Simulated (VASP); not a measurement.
# Si2Ni (fluorite type) (Fm-3m) in VASP: further runs

Si2Ni (fluorite type) is run at these levels: PBEsol; tasks: single point.

Program: VASP 6.6.1. These are calculated values, not measurements. Logs are shortened: lines on timing, memory, paths and dates and some standing lists are left out, and cuts for length are marked.

## 1. The cell of the first run

The structure is cubic, space group Fm-3m (No. 225). Conventional cell: a = 4.831 Å, b = 4.831 Å, c = 4.831 Å, α = 90.00°, β = 90.00°, γ = 90.00°. Within 2.8 Å of Ni (site symmetry m-3m) lie 8 Si at 2.09 Å. Within 2.8 Å of Si (site symmetry -43m) lie 4 Ni at 2.09 Å and 6 Si at 2.42 Å.

## 2. Single point, PBEsol (volume scaled by 0.72)

The input, INCAR:

```
PREC     = Accurate       # precision mode
ENCUT    = 520            # plane-wave cutoff, eV
EDIFF    = 1E-7           # SCF threshold, eV
ISMEAR   = -1             # smearing method
SIGMA    = 0.05           # smearing width, eV
LREAL    = F              # projectors in reciprocal space
LASPH    = T              # aspherical terms in the spheres
NELM     = 80             # most SCF steps
ALGO     = Normal         # electronic algorithm
ISIF     = 2              # what is computed and relaxed
LWAVE    = F              # write WAVECAR
LCHARG   = F              # write CHGCAR
GGA      = PS             # functional
NBANDS   = 16             # bands
```

The input, KPOINTS:

```
regular mesh
0
Gamma
  11 11 11
```

The input, POSCAR:

```
Si2Ni
1.0
    0.0000000000      2.4152895702      2.4152895702
    2.4152895702      0.0000000000      2.4152895702
    2.4152895702      2.4152895702      0.0000000000
Ni Si
1 2
Direct
    0.0000000000      0.0000000000      0.0000000000
    0.2500000000      0.2500000000      0.2500000000
    0.7500000000      0.7500000000      0.7500000000
```

Potentials or basis: VASP PAW PBE potentials, release 64 (Ni, Si).

On the command line:

```
cat potpaw_PBE.64/Ni/POTCAR potpaw_PBE.64/Si/POTCAR > POTCAR
mpirun -np 1 vasp_std > vasp.out
```

OUTCAR:

```text
PREC = Accurate
   ENCUT = 520
   EDIFF = 1E-7
   ISMEAR = -1
   LREAL = F
   LASPH = T
   NELM = 80
   ISIF = 2
   GGA = PS

 ion  position               nearest neighbor table
   1  0.000  0.000  0.000-   3 2.09   3 2.09   3 2.09   2 2.09   2 2.09   2 2.09   3 2.09   2 2.09

   2  0.250  0.250  0.250-   1 2.09   1 2.09   1 2.09   1 2.09   3 2.42   3 2.42   3 2.42   3 2.42
                             3 2.42   3 2.42
   3  0.750  0.750  0.750-   1 2.09   1 2.09   1 2.09   1 2.09   2 2.42   2 2.42   2 2.42   2 2.42
                             2 2.42   2 2.42

  LATTYP: Found a face centered cubic cell.
 ALAT       =     4.8305791404

  Lattice vectors:

 A1 = (   0.0000000000,   2.4152895702,   2.4152895702)
 A2 = (   2.4152895702,   0.0000000000,   2.4152895702)
 A3 = (   2.4152895702,   2.4152895702,   0.0000000000)

Analysis of symmetry for initial positions (statically):
=====================================================================
 Subroutine PRICEL returns:
 Original cell was already a primitive cell.

 Routine SETGRP: Setting up the symmetry group for a
 face centered cubic supercell.

 Subroutine GETGRP returns: Found 48 space group operations
 (whereof 48 operations were pure point group operations)
 out of a pool of 48 trial point group operations.

The static configuration has the point symmetry O_h .

Analysis of symmetry for dynamics (positions and initial velocities):
=====================================================================
 Subroutine PRICEL returns:
 Original cell was already a primitive cell.

 Routine SETGRP: Setting up the symmetry group for a
 face centered cubic supercell.

 Subroutine GETGRP returns: Found 48 space group operations
 (whereof 48 operations were pure point group operations)
 out of a pool of 48 trial point group operations.

The dynamic configuration has the point symmetry O_h .

 Subroutine INISYM returns: Found 48 space group operations
 (whereof 48 operations are pure point group operations),
 and found     1 'primitive' translations

----------------------------------------------------------------------------------------

                                     Primitive cell

  volume of cell :      28.1798

  direct lattice vectors                    reciprocal lattice vectors
     0.000000000  2.415289570  2.415289570    -0.207014515  0.207014515  0.207014515
     2.415289570  0.000000000  2.415289570     0.207014515 -0.207014515  0.207014515
     2.415289570  2.415289570  0.000000000     0.207014515  0.207014515 -0.207014515

  length of vectors
     3.415735267  3.415735267  3.415735267     0.358559659  0.358559659  0.358559659

  position of ions in fractional coordinates (direct lattice)
     0.000000000  0.000000000  0.000000000
     0.250000000  0.250000000  0.250000000
     0.750000000  0.750000000  0.750000000

  ion indices of the primitive-cell ions
   primitive index   ion index
                 1           1
                 2           2
                 3           3

----------------------------------------------------------------------------------------

 KPOINTS: regular mesh

Automatic generation of k-mesh.
 Grid dimensions read from file:
 generate k-points for:   11   11   11

 Generating k-lattice:

  Cartesian coordinates                     Fractional coordinates (reciprocal lattice)
    -0.018819501  0.018819501  0.018819501     0.090909091  0.000000000  0.000000000
     0.018819501 -0.018819501  0.018819501     0.000000000  0.090909091  0.000000000
     0.018819501  0.018819501 -0.018819501     0.000000000  0.000000000  0.090909091

  Length of vectors
     0.032596333  0.032596333  0.032596333

  Shift w.r.t. Gamma in fractional coordinates (k-lattice)
     0.000000000  0.000000000  0.000000000

 Subroutine IBZKPT returns following result:
 ===========================================

 Found     56 irreducible k-points:

 Following reciprocal coordinates:
            Coordinates               Weight
  0.000000  0.000000  0.000000      1.000000
  0.090909  0.000000  0.000000      8.000000
  0.181818  0.000000  0.000000      8.000000
  0.272727  0.000000  0.000000      8.000000
  0.363636  0.000000  0.000000      8.000000
  0.454545  0.000000  0.000000      8.000000
[... 16 lines left out ...]
 -0.272727  0.181818  0.000000     24.000000
 -0.181818  0.181818  0.000000     12.000000
 [... further k-points ...]
   k-points           NKPTS =     56   k-points in BZ     NKDIM =     56   number of bands    NBANDS=     16
   number of dos      NEDOS =    301   number of ions     NIONS =      3
   total plane-waves  NPLWV =  21952
   dimension x,y,z NGX =    28 NGY =   28 NGZ =   28
   dimension x,y,z NGXF=    56 NGYF=   56 NGZF=   56
   ions per type =               1   2
   NGX,Y,Z   is equivalent  to a cutoff of  13.63, 13.63, 13.63 a.u.
   NGXF,Y,Z  is equivalent  to a cutoff of  27.26, 27.26, 27.26 a.u.
 SYSTEM =  unknown system
   PREC   = accura    normal or accurate (medium, high low for compatibility)
   ISTART =      0    job   : 0-new  1-cont  2-samecut
   ICHARG =      2    charge: 1-file 2-atom 10-const
   ISPIN  =      1    spin polarized calculation?
   LNONCOLLINEAR =      F non collinear calculations
   LSORBIT =      F    spin-orbit coupling
   LASPH  =      T    aspherical Exc in radial PAW
   ENCUT  =  520.0 eV  38.22 Ry    6.18 a.u.   6.35  6.35  6.35*2*pi/ulx,y,z
   NELM   =     80;   NELMIN=  2; NELMDL= -5     # of ELM steps
   EDIFF  = 0.1E-06   stopping-criterion for ELM
   LREAL  =      F    real-space projection
   EDIFFG = 0.1E-05   stopping-criterion for IOM
   NSW    =      0    number of steps for IOM
   IBRION =     -1    ionic relax: 0-MD 1-quasi-New 2-CG
   NFREE  =      0    steps in history (QN), initial steepest desc. (CG)
   ISIF   =      2    stress and relaxation
   ISYM   =      2    0-nonsym 1-usesym 2-fastsym
   POTIM  = 0.5000    time-step for ionic-motion
   TEBEG  =    0.0;   TEEND  =   0.0 temperature during run
   PSTRESS=    0.0 pullay stress
   NELECT =      18.0000    total number of electrons
   NUPDOWN=      -1.0000    fix difference up-down
   EMIN   =  10.00;   EMAX   =-10.00  energy-range for DOS
   EFERMI =   0.00;   METHOD = LEGACY
   ISMEAR =    -1;   SIGMA  =   0.05  broadening in eV -4-tet -1-fermi 0-gaus
   EFERMI_NEDOS =   21; number of points for ismear=-14 and -15
   IALGO  =     38    algorithm
   IMIX   =      4    mixing-type and parameters
     AMIX     =   0.40;   BMIX     =  1.00
     AMIX_MAG =   1.60;   BMIX_MAG =  1.00
  volume/ion in A,a.u.               =       9.39        63.39
  Fermi-wavevector in a.u.,A,eV,Ry     =   1.409894  2.664313 27.045676  1.987801
  Thomas-Fermi vector in A             =   2.531903
   LORBIT       =      0    0 simple, 1 ext, 2 COOP (PROOUT), +10 PAW based schemes
   GGA     = PS    functional components
   LHFCALC =     F    Hartree Fock is set to
   AEXX    =    0.0000 exact exchange contribution
   IVDW    =     0    specifies the selected vdW correction
   LEPSILON=     F    determine dielectric tensor
   LRPA    =     F    only Hartree local field effects (RPA)
 non-spin polarized calculation
  energy-cutoff  :      520.00
  volume of cell :       28.18
 maximum number of plane-waves:       770
 NGX is ok and might be reduce to    28
   NGX = 13   NGY = 13   NGZ = 13

 number of electron      17.9999993 magnetization

 Free energy of the ion-electron system (eV)
  ---------------------------------------------------
  ext. energy  EPLUGINS =         0.00000000
  ---------------------------------------------------
  free energy    TOTEN  =       -16.15587060 eV

  energy without entropy =      -16.14716517  energy(sigma->0) =      -16.15151789

 E-fermi :  16.5575     XC(G=0): -13.3241

 val. band max:       16.5229886831   @ k =  -0.4545   0.3636   0.0000
 cond. band min:      16.5807894590   @ k =  -0.3636   0.3636   0.0000
 fundamental gap:      0.0578007759
 Fermi energy:        16.5574868688

 k-point     1 :       0.0000    0.0000    0.0000
  band No.  band energies     occupation
      1      -1.3092      2.00000
      2       8.2963      2.00000
      3       8.2963      2.00000
      4       8.2963      2.00000
      5      10.2935      2.00000
      6      10.2935      2.00000
[... 8 lines left out ...]
     15      21.8783      0.00000
     16      21.8783      0.00000

 k-point     2 :       0.0909    0.0000    0.0000
  band No.  band energies     occupation
      1      -1.1515      2.00000
      2       8.1266      2.00000
      3       8.3470      2.00000
      4       8.3470      2.00000
      5      10.2612      2.00000
      6      10.2612      2.00000
[... 8 lines left out ...]
     15      20.8387      0.00000
     16      21.6649      0.00000

 k-point     3 :       0.1818    0.0000    0.0000
  band No.  band energies     occupation
      1      -0.6827      2.00000
      2       7.6044      2.00000
      3       8.4758      2.00000
      4       8.4758      2.00000
      5      10.2057      2.00000
      6      10.2057      2.00000
[... 8 lines left out ...]
     15      21.1095      0.00000
     16      22.7976      0.00000

 k-point     4 :       0.2727    0.0000    0.0000
  band No.  band energies     occupation
      1       0.0842      2.00000
      2       6.6870      2.00000
      3       8.6130      2.00000
      4       8.6130      2.00000
      5      10.2300      2.00000
      6      10.2300      2.00000
[... 8 lines left out ...]
     15      22.1988      0.00000
     16      24.6095      0.00000
[... 324 lines left out ...]
 k-point    22 :      -0.3636    0.1818    0.0000
  band No.  band energies     occupation
      1       2.4541      2.00000
      2       4.8328      2.00000
      3       7.8630      2.00000
      4       9.0606      2.00000
      5      10.0189      2.00000
      6      10.0893      2.00000
[... 8 lines left out ...]
     15      24.9414      0.00000
     16      25.6197      0.00000

 k-point    23 :      -0.2727    0.1818    0.0000
  band No.  band energies     occupation
      1       1.2799      2.00000
      2       6.0923      2.00000
      3       7.8722      2.00000
      4       9.1159      2.00000
      5       9.7520      2.00000
      6      10.5850      2.00000
[... 8 lines left out ...]
     15      23.8224      0.00000
     16      26.5323      0.00000

 k-point    24 :      -0.1818    0.1818    0.0000
  band No.  band energies     occupation
      1       0.3397      2.00000
      2       6.9169      2.00000
      3       8.1016      2.00000
      4       8.9212      2.00000
      5       9.7693      2.00000
      6      10.5254      2.00000
[... 8 lines left out ...]
     15      23.7135      0.00000
     16      25.7905      0.00000

 [... further k-points ...]
[... 5 lines left out ...]
  --------------------------------------------------------------------------------------
  -------------------------------------------------------------------------------------
  Total       19.6352841     19.6352841     19.6352841     -0.0000000     -0.0000000     -0.0000000
  in kB     1116.3751434   1116.3751434   1116.3751434     -0.0000000     -0.0000000     -0.0000000
  external PRESSURE =    1116.3751434 kB  Pullay stress =       0.0000000 kB

 VOLUME and BASIS-vectors are now :
 -----------------------------------------------------------------------------
  energy-cutoff  :      520.00
  volume of cell :       28.18
      direct lattice vectors                 reciprocal lattice vectors
     0.000000000  2.415289570  2.415289570    -0.207014515  0.207014515  0.207014515
     2.415289570  0.000000000  2.415289570     0.207014515 -0.207014515  0.207014515
     2.415289570  2.415289570  0.000000000     0.207014515  0.207014515 -0.207014515

 POSITION                                       TOTAL-FORCE (eV/Angst)
 -----------------------------------------------------------------------------------
      0.00000      0.00000      0.00000         0.000000      0.000000      0.000000
      1.20764      1.20764      1.20764        -0.000000     -0.000000     -0.000000
      3.62293      3.62293      3.62293         0.000000      0.000000      0.000000
 -----------------------------------------------------------------------------------
    total drift:                               -0.000000     -0.000000      0.000000

  FREE ENERGIE OF THE ION-ELECTRON SYSTEM (eV)
  ---------------------------------------------------
  free  energy   TOTEN  =       -16.1558706041 eV

  energy  without entropy=      -16.1471651740  energy(sigma->0) =      -16.15151789
```

It took 51 s on 1 thread of Intel Xeon 8259CL, shared host; peak memory 0.17 GiB.

Results:

```
Free energy            : -16.1559 eV
Pressure               : 111.6 GPa
Band gap on the k mesh : zero (band 9 reaches 17.62 eV, above the bottom of band 10 at 16.40 eV)
```

Caveat: the PAW data sets were made with another functional, which shifts forces and pressure a little. Spin polarisation is off, so any magnetic state and its effect on volume and gap are missing.

## 3. Single point, PBEsol (volume scaled by 0.8)

The input, INCAR:

```
SYSTEM = Si2Ni
  PREC = Accurate
  ENCUT = 520
  EDIFF = 1E-6
  ISMEAR = -1
  SIGMA = 0.05
  LREAL = .False.
  LASPH = .True.
  NELM = 60
  ALGO = Normal
  ISIF = 2
  LWAVE = .False.
  LCHARG = .True.
  GGA = PS
  LELF = .True.
  LVHAR = .True.
  NBANDS = 16
```

The input, KPOINTS:

```
regular mesh
0
Gamma
  11 11 11
  0 0 0
```

The input, POSCAR:

```
Si2Ni
1.0
    0.0000000000      2.5016220880      2.5016220880
    2.5016220880      0.0000000000      2.5016220880
    2.5016220880      2.5016220880      0.0000000000
Ni Si
1 2
Direct
    0.0000000000      0.0000000000      0.0000000000
    0.2500000000      0.2500000000      0.2500000000
    0.7500000000      0.7500000000      0.7500000000
```

Potentials or basis: VASP PAW PBE potentials, release 64 (Ni, Si).

On the command line:

```
cat potpaw_PBE.64/Ni/POTCAR potpaw_PBE.64/Si/POTCAR > POTCAR
mpirun -np 1 vasp_std > vasp.out
```

Wall time 54 s (1 thread of Intel Xeon 8259CL, shared host); peak memory 0.17 GiB.

The run converged. Its results:

```
Free energy            : -17.7937 eV
Pressure               : 59.9 GPa
Band gap on the k mesh : zero (band 9 reaches 15.90 eV, above the bottom of band 10 at 14.16 eV)
```

Levels at points of the mesh, in eV from the Fermi level:
| k point | band 5 | band 6 | band 7 | band 8 | band 9 | band 10 | band 11 | band 12 | band 13 | band 14 |
| --- | --- | --- | --- | --- | --- | --- | --- | --- | --- | --- |
| (0.00, 0.00, 0.00) | -5.32 | -5.32 | 1.45 | 1.45 | 1.45 | 1.54 | 1.79 | 1.79 | 1.79 | 5.06 |

Caveat: the PAW data sets were made with another functional, which shifts forces and pressure a little. Spin polarisation is off, so any magnetic state and its effect on volume and gap are missing.
